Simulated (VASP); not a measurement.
# P (Pm-3m) in VASP: notebook, part 2 of 2

VASP 6.6.1.

### 3 Elastic constants, PBE+D3(BJ)

This run uses another cell than the first one, of 13.68 Å³/atom.

File INCAR:

```
ALGO = Normal ; EDIFF = 1E-8
ENCUT = 600 ; GGA = PE
IBRION = 6 ; ISIF = 3
ISMEAR = -1 ; IVDW = 12
LASPH = T ; LCHARG = F
LREAL = F ; LWAVE = F
NBANDS = 8 ; NELM = 60
NFREE = 2 ; NSW = 1
POTIM = 0.015 ; PREC = Accurate
SIGMA = 0.15
```

File KPOINTS:

```
k-points
0
Gamma
  20 20 20
```

File POSCAR:

```
P
1.0
    2.3917377870      0.0000000000      0.0000000000
    0.0000000000      2.3917377870      0.0000000000
    0.0000000000      0.0000000000      2.3917392430
P
1
Direct
    0.0000000000      0.0000000000      0.0000000000
```

Potentials or basis: VASP PAW PBE potentials, release 64 (P).

Launch:

```console
> cat potpaw_PBE.64/P/POTCAR > POTCAR
> mpirun -np 1 vasp_std > vasp.out
```

OUTCAR:

```text
EDIFF = 1E-8
   ENCUT = 600
   GGA = PE
   IBRION = 6
   ISIF = 3
   ISMEAR = -1
   IVDW = 12
   LASPH = T
   LREAL = F
   NELM = 60
   NFREE = 2
   NSW = 1
   POTIM = 0.015
   PREC = Accurate
 IVDW          = 12

 ion  position               nearest neighbor table
   1  0.000  0.000  0.000-

  LATTYP: Found a simple cubic cell.
 ALAT       =     2.3917377870

  Lattice vectors:

 A1 = (   2.3917377870,   0.0000000000,   0.0000000000)
 A2 = (   0.0000000000,   2.3917377870,   0.0000000000)
 A3 = (   0.0000000000,   0.0000000000,   2.3917392430)

Analysis of symmetry for initial positions (statically):
=====================================================================
 Subroutine PRICEL returns:
 Original cell was already a primitive cell.

 Routine SETGRP: Setting up the symmetry group for a
 simple cubic supercell.

 Subroutine GETGRP returns: Found 48 space group operations
 (whereof 48 operations were pure point group operations)
 out of a pool of 48 trial point group operations.

The static configuration has the point symmetry O_h .

Analysis of symmetry for dynamics (positions and initial velocities):
=====================================================================
 Subroutine PRICEL returns:
 Original cell was already a primitive cell.

 Routine SETGRP: Setting up the symmetry group for a
 simple cubic supercell.

 Subroutine GETGRP returns: Found 48 space group operations
 (whereof 48 operations were pure point group operations)
 out of a pool of 48 trial point group operations.

The dynamic configuration has the point symmetry O_h .

 Subroutine INISYM returns: Found 48 space group operations
 (whereof 48 operations are pure point group operations),
 and found     1 'primitive' translations

----------------------------------------------------------------------------------------

                                     Primitive cell

  volume of cell :      13.6817

  direct lattice vectors                    reciprocal lattice vectors
     2.391737787  0.000000000  0.000000000     0.418106034  0.000000000  0.000000000
     0.000000000  2.391737787  0.000000000     0.000000000  0.418106034  0.000000000
     0.000000000  0.000000000  2.391739243     0.000000000  0.000000000  0.418105779

  length of vectors
     2.391737787  2.391737787  2.391739243     0.418106034  0.418106034  0.418105779

  position of ions in fractional coordinates (direct lattice)
     0.000000000  0.000000000  0.000000000

  ion indices of the primitive-cell ions
   primitive index   ion index
                 1           1

----------------------------------------------------------------------------------------

 KPOINTS: k-points

Automatic generation of k-mesh.
[... 113 lines left out ...]
  free energy    TOTEN  =        -5.25924222 eV

  energy without entropy =       -5.23524826  energy(sigma->0) =       -5.24724524

------------------------ aborting loop because EDIFF is reached ----------------------------------------

 Edisp (eV)   -0.51649

 E8    (eV) :    -0.1951
[... 102 lines left out ...]
  FREE ENERGIE OF THE ION-ELECTRON SYSTEM (eV)
  ---------------------------------------------------
  free  energy   TOTEN  =        -5.7694117946 eV

  energy  without entropy=       -5.7459445431  energy(sigma->0) =       -5.75767817

[... ionic steps 4 to 12 ...]

--------------------------------------- Ionic step       13  -------------------------------------------

 number of electron       5.0000000 magnetization

------------------------ aborting loop because EDIFF is reached ----------------------------------------
[... 73 lines left out ...]
--------------------------------------- Ionic step       15  -------------------------------------------

 number of electron       5.0000000 magnetization

 Free energy of the ion-electron system (eV)
  ---------------------------------------------------
  ext. energy  EPLUGINS =         0.00000000
  ---------------------------------------------------
  free energy    TOTEN  =        -5.25924207 eV

  energy without entropy =       -5.23524811  energy(sigma->0) =       -5.24724509

 E-fermi :  10.6644     XC(G=0): -11.5547

 val. band max:       10.6602382444   @ k =   0.2500   0.2000   0.0500
 cond. band min:      10.6644363727   @ k =   0.1500   0.1500   0.0000
 fundamental gap:      0.0041981282
 Fermi energy:        10.6643939800

 k-point     1 :       0.0000    0.0000    0.0000
  band No.  band energies     occupation
      1      -6.5978      2.00000
      2      15.9224      0.00000
      3      15.9224      0.00000
      4      15.9224      0.00000
      5      17.2676      0.00000
      6      17.2676      0.00000
      7      25.5999      0.00000
      8      35.8237      0.00000
[... 243 lines left out ...]
 k-point    24 :       0.2000    0.1000    0.0000
  band No.  band energies     occupation
      1      -5.4064      2.00000
      2       9.1737      1.99990
      3      13.6693      0.00000
      4      16.8590      0.00000
      5      19.9805      0.00000
      6      24.1383      0.00000
      7      28.1213      0.00000
      8      30.4083      0.00000

 [... further k-points ...]

------------------------ aborting loop because EDIFF is reached ----------------------------------------

 Edisp (eV)   -0.51649

 E8    (eV) :    -0.1951
[... 24 lines left out ...]
  FREE ENERGIE OF THE ION-ELECTRON SYSTEM (eV)
  ---------------------------------------------------
  free  energy   TOTEN  =        -5.7757320354 eV

  energy  without entropy=       -5.7517380697  energy(sigma->0) =       -5.76373505

 INTERNAL STRAIN TENSORS FROM STRAINED CELLS
 ============================================

 INTERNAL STRAIN TENSOR FOR ION    1 for displacements in x,y,z  (eV/Angst):
          X           Y           Z          XY          YZ          ZX
  --------------------------------------------------------------------------------
  x     0.00000     0.00000     0.00000     0.00000     0.00000     0.00000
  y     0.00000     0.00000     0.00000     0.00000     0.00000     0.00000
  z     0.00000     0.00000     0.00000     0.00000     0.00000     0.00000

 INTERNAL STRAIN TENSORS FROM DISPLACED ATOMS
 ============================================

 INTERNAL STRAIN TENSOR FOR ION    1 for displacements in x,y,z  (eV/Angst):
          X           Y           Z          XY          YZ          ZX
  --------------------------------------------------------------------------------
  x     0.00000     0.00000     0.00000     0.00000     0.00000     0.00000
  y     0.00000     0.00000     0.00000     0.00000     0.00000     0.00000
  z     0.00000     0.00000     0.00000     0.00000     0.00000     0.00000

 Eigenvectors and eigenvalues of the dynamical matrix
 ----------------------------------------------------

   1 f  =    0.000000 THz     0.000000 2PiTHz    0.000000 cm-1     0.000000 meV
             X         Y         Z           dx          dy          dz
      0.000000  0.000000  0.000000     1.000000    0.000000    0.000000

   2 f  =    0.000000 THz     0.000000 2PiTHz    0.000000 cm-1     0.000000 meV
             X         Y         Z           dx          dy          dz
      0.000000  0.000000  0.000000     0.000000    1.000000    0.000000

   3 f  =    0.000000 THz     0.000000 2PiTHz    0.000000 cm-1     0.000000 meV
             X         Y         Z           dx          dy          dz
      0.000000  0.000000  0.000000     0.000000    0.000000    1.000000

--------------------------------------------------------------------------------------------------------

 ELASTIC MODULI CONTR FROM IONIC RELAXATION (kBar)
 Direction    XX          YY          ZZ          XY          YZ          ZX
 --------------------------------------------------------------------------------
 XX           0.0000      0.0000      0.0000      0.0000      0.0000      0.0000
 YY           0.0000      0.0000      0.0000      0.0000      0.0000      0.0000
 ZZ           0.0000      0.0000      0.0000      0.0000      0.0000      0.0000
 XY           0.0000      0.0000      0.0000      0.0000      0.0000      0.0000
 YZ           0.0000      0.0000      0.0000      0.0000      0.0000      0.0000
 ZX           0.0000      0.0000      0.0000      0.0000      0.0000      0.0000
 --------------------------------------------------------------------------------

 TOTAL ELASTIC MODULI (kBar)
 Direction    XX          YY          ZZ          XY          YZ          ZX
 --------------------------------------------------------------------------------
 XX        2899.0981    542.8020    542.8027      0.0000     -0.0000     -0.0000
 YY         542.8020   2899.0981    542.8027     -0.0000      0.0000      0.0000
 ZZ         542.8027    542.8027   2899.1051      0.0000      0.0000      0.0000
 XY           0.0000     -0.0000      0.0000    656.5160      0.0000      0.0000
 YZ           0.0000      0.0000      0.0000      0.0000    656.5168      0.0000
 ZX          -0.0000     -0.0000      0.0000      0.0000      0.0000    656.5168
 --------------------------------------------------------------------------------
```

OSZICAR:

```text
N       E                     dE             d eps       ncg     rms          rms(c)
DAV:   1     0.174231269490E+01    0.17423E+01   -0.24010E+03  4720   0.517E+02
DAV:   2    -0.518762631047E+01   -0.69299E+01   -0.65761E+01  6592   0.541E+01
DAV:   3    -0.525943506612E+01   -0.71809E-01   -0.71666E-01  5056   0.607E+00
[... 149 lines left out ...]
DAV:   4    -0.525924103940E+01   -0.85246E-06   -0.16935E-07  5416   0.371E-03    0.826E-04
DAV:   5    -0.525924200880E+01   -0.96940E-06   -0.62650E-08  6440   0.152E-03    0.482E-05
DAV:   6    -0.525924204871E+01   -0.39915E-07   -0.31305E-09  4064   0.449E-04    0.180E-05
DAV:   7    -0.525924207193E+01   -0.23217E-07   -0.76151E-11  3152   0.640E-05    0.227E-06
DAV:   8    -0.525924207365E+01   -0.17226E-08   -0.85742E-12  2528   0.214E-05
  15 F= -.57757320E+01 E0= -.57637351E+01  d E =-.239940E-01
```

Run time: 9.1 min. Hardware: 1 thread of AMD EPYC 9R45 (Zen 5), shared host; peak memory 0.49 GiB.

What came out:

- Elastic constants C11, C12, C44: 290, 54, 66 GPa
- Voigt bulk modulus: 133 GPa
- Dispersion energy per atom: -0.516 eV

Elastic tensor in Voigt notation (GPa, in the Cartesian axes of the cell as first typed):
```
290  54  54   0   0   0
 54 290  54   0   0   0
 54  54 290   0   0   0
  0   0   0  66   0   0
  0   0   0   0  66   0
  0   0   0   0   0  66
```

Clamped-ion elastic tensor (GPa):
```
290  54  54   0   0   0
 54 290  54   0   0   0
 54  54 290   0   0   0
  0   0   0  66   0   0
  0   0   0   0  66   0
  0   0   0   0   0  66
```

Caveat: the cell is under stress, which shifts elastic constants.
